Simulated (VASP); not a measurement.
# Sn2Bi2S (P6/mmm) in VASP: relaxation of cell and atoms with PBE

Aim: the relaxation of cell and atoms of Sn2Bi2S with PBE.

Program: VASP 6.6.1. These are calculated values, not measurements. Logs are shortened: lines on timing, memory, paths and dates and some standing lists are left out, and cuts for length are marked.

### 1 The cell of the first run

It takes space group P6/mmm (No. 191, hexagonal). The conventional cell has a = 5.270 Å, b = 5.270 Å, c = 8.552 Å, α = 90.00°, β = 90.00°, γ = 120.00°. Sn (site symmetry -6m2) has 3 Sn at 3.04 Å and 6 Bi at 3.50 Å within 4.0 Å. Within 3.6 Å of Bi (site symmetry 6mm) lie 1 S at 2.54 Å and 1 Bi at 3.48 Å and 6 Sn at 3.50 Å. Within 3.4 Å of S (site symmetry 6/mmm) lie 2 Bi at 2.54 Å.

The cell was built from a structure type or drawn by symmetry, and may not be a known phase.

### 2 Relaxation of cell and atoms, PBE

INCAR

```
  PREC = Accurate
  ENCUT = 600
  EDIFF = 1E-7
  ISMEAR = 0
  SIGMA = 0.1
  LREAL = False
  LASPH = True
  NELM = 60
  ALGO = Fast
  ISIF = 3
  LWAVE = False
  LCHARG = False
  GGA = PE
  IBRION = 2
  NSW = 100
  EDIFFG = -0.01
```

KPOINTS

```
Automatic mesh
0
Gamma
  12 12 6
```

POSCAR

```
Sn2Bi2S
1.0
    5.2704570906      0.0000000000      0.0000000000
   -2.6352285453      4.5643497300      0.0000000000
    0.0000000000      0.0000000000      8.5521892442
Sn Bi S
2 2 1
Direct
    0.3333333333      0.6666666667      0.5000000000
    0.6666666667      0.3333333333      0.5000000000
    0.0000000000      0.0000000000      0.7031709411
    0.0000000000      0.0000000000      0.2968290589
    0.0000000000      0.0000000000      0.0000000000
```

Potentials or basis: VASP PAW PBE potentials, release 64 (Sn_d, Bi_d, S).

Started as:

```bash
$ cat potpaw_PBE.64/Sn_d/POTCAR potpaw_PBE.64/Bi_d/POTCAR potpaw_PBE.64/S/POTCAR > POTCAR
$ mpirun -np 1 vasp_std > vasp.out
```

OUTCAR:

```text
PREC = Accurate
   ENCUT = 600
   EDIFF = 1E-7
   ISMEAR = 0
   LREAL = False
   LASPH = True
   NELM = 60
   ISIF = 3
   GGA = PE
   IBRION = 2
   NSW = 100
   EDIFFG = -0.01

 ion  position               nearest neighbor table
   1  0.333  0.667  0.500-   2 3.04   2 3.04   2 3.04   4 3.50   3 3.50   4 3.50   3 3.50   4 3.50
                             3 3.50
   2  0.667  0.333  0.500-   1 3.04   1 3.04   1 3.04   4 3.50   3 3.50   3 3.50   4 3.50   3 3.50
                             4 3.50
   3  0.000  0.000  0.703-   5 2.54   4 3.48   1 3.50   2 3.50   1 3.50   2 3.50   2 3.50   1 3.50

   4  0.000  0.000  0.297-   5 2.54   3 3.48   1 3.50   2 3.50   1 3.50   2 3.50   2 3.50   1 3.50

   5  0.000  0.000  0.000-   3 2.54   4 2.54

  LATTYP: Found a hexagonal cell.
 ALAT       =     5.2704570906
 C/A-ratio  =     1.6226655672

  Lattice vectors:

 A1 = (   5.2704570906,   0.0000000000,   0.0000000000)
 A2 = (  -2.6352285453,   4.5643497300,   0.0000000000)
 A3 = (   0.0000000000,   0.0000000000,   8.5521892442)

Analysis of symmetry for initial positions (statically):
=====================================================================
 Subroutine PRICEL returns:
 Original cell was already a primitive cell.

 Routine SETGRP: Setting up the symmetry group for a
 hexagonal supercell.

 Subroutine GETGRP returns: Found 24 space group operations
 (whereof 24 operations were pure point group operations)
 out of a pool of 24 trial point group operations.

The static configuration has the point symmetry D_6h.

Analysis of symmetry for dynamics (positions and initial velocities):
=====================================================================
 Subroutine PRICEL returns:
 Original cell was already a primitive cell.

 Routine SETGRP: Setting up the symmetry group for a
 hexagonal supercell.

 Subroutine GETGRP returns: Found 24 space group operations
 (whereof 24 operations were pure point group operations)
 out of a pool of 24 trial point group operations.

The dynamic configuration has the point symmetry D_6h.

 Subroutine INISYM returns: Found 24 space group operations
 (whereof 24 operations are pure point group operations),
 and found     1 'primitive' translations

----------------------------------------------------------------------------------------

                                     Primitive cell

  volume of cell :     205.7333

  direct lattice vectors                    reciprocal lattice vectors
     5.270457091  0.000000000  0.000000000     0.189736864  0.109544629  0.000000000
    -2.635228545  4.564349730  0.000000000     0.000000000  0.219089259  0.000000000
     0.000000000  0.000000000  8.552189244     0.000000000  0.000000000  0.116929124

  length of vectors
     5.270457091  5.270457091  8.552189244     0.219089259  0.219089259  0.116929124

  position of ions in fractional coordinates (direct lattice)
     0.333333333  0.666666667  0.500000000
     0.666666667  0.333333333  0.500000000
     0.000000000  0.000000000  0.703170941
     0.000000000  0.000000000  0.296829059
     0.000000000  0.000000000  0.000000000

  ion indices of the primitive-cell ions
   primitive index   ion index
                 1           1
                 2           2
                 3           3
                 4           4
                 5           5

----------------------------------------------------------------------------------------

 KPOINTS: Automatic mesh

Automatic generation of k-mesh.
 Grid dimensions read from file:
 generate k-points for:   12   12    6

 Generating k-lattice:

  Cartesian coordinates                     Fractional coordinates (reciprocal lattice)
     0.015811405  0.009128719  0.000000000     0.083333333  0.000000000  0.000000000
     0.000000000  0.018257438  0.000000000     0.000000000  0.083333333  0.000000000
     0.000000000  0.000000000  0.019488187     0.000000000  0.000000000  0.166666667

  Length of vectors
     0.018257438  0.018257438  0.019488187

  Shift w.r.t. Gamma in fractional coordinates (k-lattice)
     0.000000000  0.000000000  0.000000000

 Subroutine IBZKPT returns following result:
 ===========================================

 Found     76 irreducible k-points:

 Following reciprocal coordinates:
            Coordinates               Weight
  0.000000  0.000000  0.000000      1.000000
  0.083333 -0.000000  0.000000      6.000000
  0.166667  0.000000  0.000000      6.000000
  0.250000 -0.000000  0.000000      6.000000
  0.333333  0.000000  0.000000      6.000000
  0.416667 -0.000000  0.000000      6.000000
[... 16 lines left out ...]
  0.250000 -0.000000  0.166667     12.000000
  0.333333  0.000000  0.166667     12.000000
 [... further k-points ...]
   k-points           NKPTS =     76   k-points in BZ     NKDIM =     76   number of bands    NBANDS=     38
   number of dos      NEDOS =    301   number of ions     NIONS =      5
   total plane-waves  NPLWV = 123480
   dimension x,y,z NGX =    42 NGY =   42 NGZ =   70
   dimension x,y,z NGXF=    84 NGYF=   84 NGZF=  140
   ions per type =               2   2   1
   NGX,Y,Z   is equivalent  to a cutoff of  13.25, 13.25, 13.61 a.u.
   NGXF,Y,Z  is equivalent  to a cutoff of  26.50, 26.50, 27.21 a.u.
 SYSTEM =  unknown system
   PREC   = accura    normal or accurate (medium, high low for compatibility)
   ISTART =      0    job   : 0-new  1-cont  2-samecut
   ICHARG =      2    charge: 1-file 2-atom 10-const
   ISPIN  =      1    spin polarized calculation?
   LNONCOLLINEAR =      F non collinear calculations
   LSORBIT =      F    spin-orbit coupling
   LASPH  =      T    aspherical Exc in radial PAW
   ENCUT  =  600.0 eV  44.10 Ry    6.64 a.u.  10.53 10.53 17.08*2*pi/ulx,y,z
   NELM   =     60;   NELMIN=  2; NELMDL= -5     # of ELM steps
   EDIFF  = 0.1E-06   stopping-criterion for ELM
   LREAL  =      F    real-space projection
   EDIFFG = -.1E-01   stopping-criterion for IOM
   NSW    =    100    number of steps for IOM
   IBRION =      2    ionic relax: 0-MD 1-quasi-New 2-CG
   NFREE  =      1    steps in history (QN), initial steepest desc. (CG)
   ISIF   =      3    stress and relaxation
   ISYM   =      2    0-nonsym 1-usesym 2-fastsym
   POTIM  = 0.5000    time-step for ionic-motion
   TEBEG  =    0.0;   TEEND  =   0.0 temperature during run
   PSTRESS=    0.0 pullay stress
   NELECT =      64.0000    total number of electrons
   NUPDOWN=      -1.0000    fix difference up-down
   EMIN   =  10.00;   EMAX   =-10.00  energy-range for DOS
   EFERMI =   0.00;   METHOD = LEGACY
   ISMEAR =     0;   SIGMA  =   0.10  broadening in eV -4-tet -1-fermi 0-gaus
   EFERMI_NEDOS =   21; number of points for ismear=-14 and -15
   IALGO  =     68    algorithm
   IMIX   =      4    mixing-type and parameters
     AMIX     =   0.40;   BMIX     =  1.00
     AMIX_MAG =   1.60;   BMIX_MAG =  1.00
  volume/ion in A,a.u.               =      41.15       277.67
  Fermi-wavevector in a.u.,A,eV,Ry     =   1.109260  2.096197 16.741392  1.230458
  Thomas-Fermi vector in A             =   2.245797
   LORBIT       =      0    0 simple, 1 ext, 2 COOP (PROOUT), +10 PAW based schemes
   GGA     = PE    functional components
   LHFCALC =     F    Hartree Fock is set to
   AEXX    =    0.0000 exact exchange contribution
   IVDW    =     0    specifies the selected vdW correction
   LEPSILON=     F    determine dielectric tensor
   LRPA    =     F    only Hartree local field effects (RPA)
 conjugate gradient relaxation of ions
 non-spin polarized calculation
 RMM-DIIS sequential band-by-band and
 Gauss-broadening in eV      SIGMA  =   0.10
  energy-cutoff  :      600.00
  volume of cell :      205.73
 maximum number of plane-waves:      6928
   NGX = 21   NGY = 21   NGZ = 35

--------------------------------------- Ionic step        1  -------------------------------------------

 number of electron      64.0000002 magnetization

 Free energy of the ion-electron system (eV)
  ---------------------------------------------------
  ext. energy  EPLUGINS =         0.00000000
  ---------------------------------------------------
  free energy    TOTEN  =       -18.30567090 eV

  energy without entropy =      -18.29125256  energy(sigma->0) =      -18.29846173

------------------------ aborting loop because EDIFF is reached ----------------------------------------

  FORCE on cell =-STRESS in cart. coord.  units (eV):
  Direction    XX          YY          ZZ          XY          YZ          ZX
  --------------------------------------------------------------------------------------
  -------------------------------------------------------------------------------------
  Total       -0.1990922     -0.1990922      0.0263122     -0.0000000      0.0000000      0.0000000
  in kB       -1.5504590     -1.5504590      0.2049098     -0.0000000      0.0000000      0.0000000
  external PRESSURE =      -0.9653360 kB  Pullay stress =       0.0000000 kB
[... 63 lines left out ...]
  energy  without entropy=      -18.2921933687  energy(sigma->0) =      -18.29924507

--------------------------------------- Ionic step        3  -------------------------------------------

 number of electron      64.0000007 magnetization

 Free energy of the ion-electron system (eV)
  ---------------------------------------------------
  ext. energy  EPLUGINS =         0.00000000
  ---------------------------------------------------
  free energy    TOTEN  =       -18.30631278 eV

  energy without entropy =      -18.29226131  energy(sigma->0) =      -18.29928705

 E-fermi :   3.3160     XC(G=0):  -7.8439

 val. band max:        3.3158074173   @ k =   0.2500   0.0833   0.0000
 cond. band min:       3.3560370117   @ k =   0.2500  -0.0000   0.0000
 fundamental gap:      0.0402295944
 Fermi energy:         3.3160116395

 k-point     1 :       0.0000    0.0000    0.0000
  band No.  band energies     occupation
      1     -19.7523      2.00000
      2     -19.6610      2.00000
      3     -19.6610      2.00000
      4     -19.6610      2.00000
      5     -19.6343      2.00000
      6     -19.6343      2.00000
[... 973 lines left out ...]
     37       6.4371      0.00000
     38       7.4489      0.00000

 [... further k-points ...]
[... 5 lines left out ...]
  --------------------------------------------------------------------------------------
  -------------------------------------------------------------------------------------
  Total        0.0053497      0.0053497     -0.0421956     -0.0000000      0.0000000     -0.0000000
  in kB        0.0418368      0.0418368     -0.3299847     -0.0000000      0.0000000     -0.0000000
  external PRESSURE =      -0.0821037 kB  Pullay stress =       0.0000000 kB
[... 20 lines left out ...]
  FREE ENERGIE OF THE ION-ELECTRON SYSTEM (eV)
  ---------------------------------------------------
  free  energy   TOTEN  =       -18.3063127827 eV

  energy  without entropy=      -18.2922613087  energy(sigma->0) =      -18.29928705

 reached required accuracy - stopping structural energy minimisation
```

Wall time 49 min (1 thread of Oxide Virtual Turin-like, shared host); peak memory 0.8 GiB.

What came out:

| Item | Value |
| --- | --- |
| Free energy | -18.3063 eV |
| Relaxed volume | 40.97 Å³/atom |
| Relaxed cell | a = 5.259 Å, b = 5.259 Å, c = 8.555 Å, α = 90.00°, β = 90.00°, γ = 120.00° |
| Space group after relaxing (to 0.1 Å) | P6/mmm (No. 191) |
| Energy gained by relaxing | 0.1 meV/atom |
| Ionic steps | 3 |
| Pressure after relaxing | 0.0 GPa |
| Largest force after relaxing | 0.008 eV/Å |
| Band gap on the k mesh | zero (bands 32 and 33 overlap by 1.39 eV) |

Forces in eV/Å, atoms in the order of the input:
```
Sn   0.000  0.000  0.000
Sn   0.000  0.000  0.000
Bi   0.000  0.000 -0.008
Bi   0.000  0.000  0.008
S    0.000  0.000  0.000
```

Step by step:
```tsv
step	energy change (eV)	largest force (eV/Å)	pressure (GPa)	volume (Å³)
1	0.0000	0.0560	-0.10	205.73
2	-0.0006	0.0149	-0.02	205.00
3	-0.0006	0.0078	-0.01	204.87
```

Final structure:
```
Sn Bi S
1.0
     5.25864    0.00000    0.00000
    -2.62932    4.55412    0.00000
     0.00000    0.00000    8.55472
Sn Bi S
2 2 1
Direct
  0.33333 0.66667 0.50000
  0.66667 0.33333 0.50000
  0.00000 0.00000 0.70280
  0.00000 0.00000 0.29720
  0.00000 0.00000 0.00000
```

Caveat: spin-orbit coupling is left out, which moves the levels of the heavy elements.
